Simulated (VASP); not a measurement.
# Mg3O4 in VASP: further runs, part 2 of 2

VASP 6.6.1. The steps go on from the part before.

**4. Single point, PBE, collinear spin**

The input, INCAR:

```
  PREC = Accurate
  ENCUT = 520
  EDIFF = 1E-6
  ISMEAR = 0
  SIGMA = 0.05
  LREAL = False
  LASPH = True
  NELM = 150
  ALGO = Normal
  ISIF = 2
  LWAVE = False
  LCHARG = True
  ISPIN = 2
  MAGMOM = 0 0 0 0 0 0 2
  LORBIT = 11
  LDIPOL = True
  IDIPOL = 3
  DIPOL = 0.5 0.5 0.338
  GGA = PE
  LELF = True
  LVHAR = True
  LVACPOTAV = True
  NBANDS = 28
```

The input, KPOINTS:

```
regular mesh
0
Gamma
  9 9 1
```

The input, POSCAR:

```
Mg3O4
1.0
    3.0085896345      0.0000000000      0.0000000000
    0.0000000000      3.0085896345      0.0000000000
    0.0000000000      0.0000000000     19.7799623498
Mg O
3 4
Direct
    0.5000000000      0.5000000000      0.2022248541
    0.0000000000      0.0000000000      0.3100331121
    0.5000000000      0.5000000000      0.4161289127
    0.0000000000      0.0000000000      0.2022248541
    0.5000000000      0.5000000000      0.3095409237
    0.0000000000      0.0000000000      0.4186035445
    0.1250000000      0.5000000000      0.5055778109
```

Potentials or basis: VASP PAW PBE potentials, release 64 (Mg, O).

Started as:

```
cat potpaw_PBE.64/Mg/POTCAR potpaw_PBE.64/O/POTCAR > POTCAR
mpirun -np 1 vasp_std > vasp.out
```

OUTCAR:

```text
PREC = Accurate
   ENCUT = 520
   EDIFF = 1E-6
   ISMEAR = 0
   LREAL = False
   LASPH = True
   NELM = 150
   ISIF = 2
   ISPIN = 2
   LORBIT = 11
   GGA = PE

 ion  position               nearest neighbor table
   1  0.500  0.500  0.202-   5 2.12   4 2.13   4 2.13   4 2.13   4 2.13   2 3.01   2 3.01   2 3.01
                             2 3.01
   2  0.000  0.000  0.310-   5 2.13   5 2.13   5 2.13   5 2.13   4 2.13   6 2.15   3 2.99   3 2.99
                             3 2.99   3 2.99   1 3.01   1 3.01   1 3.01   1 3.01
   3  0.500  0.500  0.416-   7 2.10   5 2.11   6 2.13   6 2.13   6 2.13   6 2.13   7 2.58   2 2.99
                             2 2.99   2 2.99   2 2.99
   4  0.000  0.000  0.202-   1 2.13   1 2.13   1 2.13   1 2.13   2 2.13
   5  0.500  0.500  0.310-   3 2.11   1 2.12   2 2.13   2 2.13   2 2.13   2 2.13
   6  0.000  0.000  0.419-   3 2.13   3 2.13   3 2.13   3 2.13   2 2.15
   7  0.125  0.500  0.506-   3 2.10   3 2.58

  LATTYP: Found a simple tetragonal cell.
 ALAT       =     3.0085896345
 C/A-ratio  =     6.5744966090

  Lattice vectors:

 A1 = (   3.0085896345,   0.0000000000,   0.0000000000)
 A2 = (   0.0000000000,   3.0085896345,   0.0000000000)
 A3 = (   0.0000000000,   0.0000000000,  19.7799623498)

Analysis of symmetry for initial positions (statically):
=====================================================================
 Subroutine PRICEL returns:
 Original cell was already a primitive cell.

 Routine SETGRP: Setting up the symmetry group for a
 simple tetragonal supercell.

 Subroutine GETGRP returns: Found  2 space group operations
 (whereof  2 operations were pure point group operations)
 out of a pool of 16 trial point group operations.

The static configuration has the point symmetry C_1h.

Analysis of symmetry for dynamics (positions and initial velocities):
=====================================================================
 Subroutine PRICEL returns:
 Original cell was already a primitive cell.

 Routine SETGRP: Setting up the symmetry group for a
 simple tetragonal supercell.

 Subroutine GETGRP returns: Found  2 space group operations
 (whereof  2 operations were pure point group operations)
 out of a pool of 16 trial point group operations.

The dynamic configuration has the point symmetry C_1h.

Analysis of structural, dynamic, and magnetic symmetry:
=====================================================================
 Subroutine PRICEL returns:
 Original cell was already a primitive cell.

 Routine SETGRP: Setting up the symmetry group for a
 simple tetragonal supercell.

 Subroutine GETGRP returns: Found  2 space group operations
 (whereof  2 operations were pure point group operations)
 out of a pool of 16 trial point group operations.

The overall configuration has the point symmetry C_1h.

 Subroutine INISYM returns: Found  2 space group operations
 (whereof  2 operations are pure point group operations),
 and found     1 'primitive' translations

----------------------------------------------------------------------------------------

                                     Primitive cell

  volume of cell :     179.0405

  direct lattice vectors                    reciprocal lattice vectors
     3.008589634  0.000000000  0.000000000     0.332381654  0.000000000  0.000000000
     0.000000000  3.008589634  0.000000000     0.000000000  0.332381654  0.000000000
[... 111 lines left out ...]
   IALGO  =     38    algorithm
   IMIX   =      4    mixing-type and parameters
     AMIX     =   0.40;   BMIX     =  1.00
     AMIX_MAG =   1.60;   BMIX_MAG =  1.00
  volume/ion in A,a.u.               =      25.58       172.60
  Fermi-wavevector in a.u.,A,eV,Ry     =   0.902537  1.705547 11.082928  0.814572
  Thomas-Fermi vector in A             =   2.025752
   LORBIT       =     11    0 simple, 1 ext, 2 COOP (PROOUT), +10 PAW based schemes
   GGA     = PE    functional components
   LHFCALC =     F    Hartree Fock is set to
   AEXX    =    0.0000 exact exchange contribution
   IVDW    =     0    specifies the selected vdW correction
   LEPSILON=     F    determine dielectric tensor
   LRPA    =     F    only Hartree local field effects (RPA)
 spin polarized calculation
 Gauss-broadening in eV      SIGMA  =   0.05
  energy-cutoff  :      520.00
  volume of cell :      179.04
 maximum number of plane-waves:      4849
 NGX is ok and might be reduce to    24
   NGX = 11   NGY = 11   NGZ = 73

 dipolmoment           0.000000      0.000000     -0.011381 electrons x Angstroem

 number of electron      30.0000005 magnetization       2.0000002

 dipolmoment           0.000000      0.000000      0.219899 electrons x Angstroem

 Free energy of the ion-electron system (eV)
  ---------------------------------------------------
  ext. energy  EPLUGINS =         0.00000000
  ---------------------------------------------------
  free energy    TOTEN  =       -37.46631956 eV

  energy without entropy =      -37.46631956  energy(sigma->0) =      -37.46631956

 E-fermi :  -1.8480     XC(G=0):  -4.8635

 val. band max:       -2.1520223775   @ k =   0.0000   0.1111   0.0000
 cond. band min:      -1.3948123876   @ k =  -0.2222   0.3333   0.0000
 fundamental gap:      0.7572099899
 Fermi energy:        -1.8480374467

 spin component 1

 k-point     1 :       0.0000    0.0000    0.0000
  band No.  band energies     occupation
      1     -20.6122      1.00000
      2     -20.1598      1.00000
      3     -19.4039      1.00000
      4     -18.8137      1.00000
      5      -6.8891      1.00000
      6      -5.9711      1.00000
[... 709 lines left out ...]
     26       8.6564      0.00000
     27       8.9306      0.00000

 [... further k-points ...]

 spin component 2

 k-point     1 :       0.0000    0.0000    0.0000
  band No.  band energies     occupation
      1     -20.2656      1.00000
      2     -19.4889      1.00000
      3     -19.1012      1.00000
      4     -16.8539      1.00000
      5      -6.7376      1.00000
      6      -5.2175      1.00000
[... 709 lines left out ...]
     26       8.8346      0.00000
     27       8.9484      0.00000

 [... further k-points ...]

 [bands above 27 left out]

------------------------ aborting loop because EDIFF is reached ----------------------------------------

  FORCE on cell =-STRESS in cart. coord.  units (eV):
  Direction    XX          YY          ZZ          XY          YZ          ZX
  --------------------------------------------------------------------------------------
  -------------------------------------------------------------------------------------
  Total       -2.2499273     -2.0945705     -0.0741265      0.0000000      0.0000000      0.0605814
  in kB      -20.1338907    -18.7436515     -0.6633344      0.0000000      0.0000000      0.5421236
  external PRESSURE =     -13.1802922 kB  Pullay stress =       0.0000000 kB

 VOLUME and BASIS-vectors are now :
 -----------------------------------------------------------------------------
  energy-cutoff  :      520.00
  volume of cell :      179.04
      direct lattice vectors                 reciprocal lattice vectors
     3.008589634  0.000000000  0.000000000     0.332381654  0.000000000  0.000000000
     0.000000000  3.008589634  0.000000000     0.000000000  0.332381654  0.000000000
     0.000000000  0.000000000 19.779962350     0.000000000  0.000000000  0.050556214

 POSITION                                       TOTAL-FORCE (eV/Angst)
 -----------------------------------------------------------------------------------
      1.50429      1.50429      4.00000         0.000473      0.000000      0.447001
      0.00000      0.00000      6.13244         0.012399      0.000000     -0.059861
      1.50429      1.50429      8.23101         0.196231      0.000000      1.602001
      0.00000      0.00000      4.00000         0.000696      0.000000     -0.427505
      1.50429      1.50429      6.12271         0.011826      0.000000     -0.032577
      0.00000      0.00000      8.27996        -0.294444      0.000000     -1.504340
      0.37607      1.50429     10.00031         0.072818      0.000000     -0.024720
 -----------------------------------------------------------------------------------
    total drift:                                0.000457      0.000000     -0.001964

  FREE ENERGIE OF THE ION-ELECTRON SYSTEM (eV)
  ---------------------------------------------------
  free  energy   TOTEN  =       -37.4663195561 eV

  energy  without entropy=      -37.4663195561  energy(sigma->0) =      -37.46631956

 vacuum level on the upper side and lower side of the slab         5.688         1.292

 total charge

# of ion       s       p       d       tot
------------------------------------------
    1        0.141   0.150   0.062   0.352
    2        0.147   0.170   0.073   0.390
    3        0.140   0.164   0.071   0.375
    4        1.543   3.492   0.000   5.034
    5        1.544   3.541   0.000   5.084
    6        1.559   3.440   0.000   5.000
    7        1.619   3.040   0.000   4.660
--------------------------------------------------
tot          6.693  13.997   0.206  20.895

 magnetization (x)

# of ion       s       p       d       tot
------------------------------------------
    1        0.000   0.000   0.000   0.000
    2        0.001   0.003   0.002   0.006
    3       -0.004  -0.003   0.000  -0.007
    4        0.000   0.001   0.000   0.001
    5        0.001   0.016   0.000   0.017
    6        0.016   0.291   0.000   0.306
    7        0.015   1.303   0.000   1.318
--------------------------------------------------
tot          0.029   1.611   0.002   1.642
```

It took 11 min on 1 thread of Oxide Virtual Turin-like, shared host; peak memory 0.4 GiB.

Results:

```
Free energy                                           : -37.4663 eV
Largest force                                         : 1.614 eV/Å
Band gap on the k mesh                                : 0.76 eV (least direct gap 0.83 eV)
Net moment                                            : 2.00 μB per cell
Site moments                                          : Mg +0.00, +0.01, -0.01; O +0.00, +0.02, +0.31, +1.32 μB
Valence electrons inside the program's atomic spheres : Mg 0.35, 0.39, 0.38; O 5.03, 5.08, 5.00, 4.66
```

Forces in eV/Å, atoms in the order of the input:
```
Mg   0.000  0.000  0.447
Mg   0.012  0.000 -0.060
Mg   0.196  0.000  1.602
O    0.001  0.000 -0.428
O    0.012  0.000 -0.033
O   -0.294  0.000 -1.504
O    0.073  0.000 -0.025
```

Caveat: semilocal functionals underestimate gaps, and a narrow one can read as zero.

**5. The runs side by side**

| cell | gap on the mesh (eV) | moment (μB) | largest force (eV/Å) |
| --- | --- | --- | --- |
| as given, atomic positions A | 0.40 | 2.00 | 1.03 |
| as given, atomic positions B | 0.05 | 0.00 | 3.06 |
| as given, atomic positions C | 0.76 | 2.00 | 1.61 |

Alike in all rows: task single point; level PBE; potentials or basis VASP PAW PBE potentials, release 64 (Mg, O); spin collinear; k mesh 9 × 9 × 1; cutoff (eV) 520; smearing gaussian 0.05 eV.

Caveats: semilocal functionals underestimate gaps, and a narrow one can read as zero.

Absolute energies hang on the potentials; compare differences alone.
